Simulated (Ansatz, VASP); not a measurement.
Two plane-wave programs on Te

INCAR

```
PREC = Accurate
ENCUT = 520
EDIFF = 1E-7
ISMEAR = -1
SIGMA = 0.1
LREAL = False
LASPH = True
NELM = 100
ALGO = Normal
ISIF = 2
LWAVE = False
LCHARG = False
GGA = RP
NBANDS = 16
```

The input KPOINTS:

```
regular mesh
0
Gamma
  6 6 4
```

POSCAR

```
Te
1.0
    4.4540000000      0.0000000000      0.0000000000
   -2.2270000000      3.8572800000      0.0000000000
    0.0000000000      0.0000000000      5.9240000000
Te
3
Direct
    0.2690000000      0.0000000000      0.3333333333
    0.0000000000      0.2690000000      0.6666666667
    0.7310000000      0.7310000000      0.0000000000
```

Input for Ansatz:

```yaml
crystal:
  lattice:
    - [4.454, 0.0, 0.0]
    - [-2.227, 3.85728, 0.0]
    - [0.0, 0.0, 5.924]
  atoms:
    - { symbol: Te, position: [0.269, 0.0, 0.3333333333333333] }
    - { symbol: Te, position: [-1.5101021053582774e-17, 0.269, 0.6666666666666666] }
    - { symbol: Te, position: [0.731, 0.731, 0.0] }
kpoints:
  mp_grid:
    grid: [6, 6, 4]
hamiltonian:
  xc: rpbe
  pseudopotentials:
    kind: nc
scf:
  occupations:
    method: fermi_dirac
    width: 0.1
output:
  forces: true
  stress: true
```

Alike in both runs: task single point; functional RPBE; k mesh 6 × 6 × 4; occupations fermi-dirac, width 0.1 eV; no spin polarisation.

|  | VASP | Ansatz |
| --- | --- | --- |
| version | VASP 6.6.1 | Ansatz 0.2.0 |
| potentials or method | VASP PAW PBE potentials, release 64 (Te) | plane waves |
| plane-wave cutoff (eV) | 520 | 1120 |
| valence electrons in the cell | 18 | 48 |

VASP gave:

```
pressure (GPa)                                                : 2.8
traceless stress, the component that is largest in VASP (GPa) : 0.30
rms of the force components (eV/Å)                            : 0.085
```

**Question.** Which values does Ansatz return?

**Answer.** Pressure (GPa): 2.8; traceless stress, the component that is largest in VASP (GPa): 0.29; rms of the force components (eV/Å): 0.079.

VASP's potentials were made for PBE, not for RPBE. Atom by atom the forces differ by 0.006 eV/Å (rms over components). VASP's potentials hold 18 valence electrons a cell and Ansatz's 48, so a difference there can come from the potentials and not from the codes.

Spin-orbit coupling is off throughout.
